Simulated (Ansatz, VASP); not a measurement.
**MgO2 in VASP and in Ansatz**

```
Mg O
1.0
     1.60758    0.92814    3.45737
    -1.60758    0.92814    3.45737
     0.00000   -1.85627    3.45737
Mg O
1 2
Direct
  0.00000 0.00000 0.00000
  0.42914 0.42914 0.42914
  0.57086 0.57086 0.57086
```

Change from the starting cell: strain +0.0150 x Voigt [1, 1, 0, 0, 0, 0], atoms carried along.

Alike in both runs: task single point; functional PBEsol; k mesh 12 × 12 × 12; occupations gaussian, width 0.05 eV; no spin polarisation.

|  | VASP | Ansatz |
| --- | --- | --- |
| version | VASP 6.6.1 | Ansatz 0.2.0 |
| potentials or method | VASP PAW PBE potentials, release 64 (Mg, O), cutoff 520 eV | scalar-relativistic, plane waves, PAW |
| valence electrons in the cell | 14 | 22 |

```tsv
	VASP	Ansatz	Ansatz less VASP
gap on the k mesh at the Fermi level (eV)	2.48	2.51	+0.028
least direct gap on the mesh (eV)	2.48	2.51	+0.028
pressure (GPa)	-3.2	-3.1	+0.12
traceless stress, the component that is largest in VASP (GPa)	3.55	2.36	-1.190
rms of the force components (eV/Å)	0.188	0.090	-0.0980
```

VASP's potentials were made for PBE, not for PBEsol. Atom by atom the forces differ by 0.098 eV/Å (rms over components). The functional is the same, so the differences come from potentials, cutoffs and numerics. VASP's potentials hold 14 valence electrons a cell and Ansatz's 22, so a difference there can come from the potentials and not from the codes.
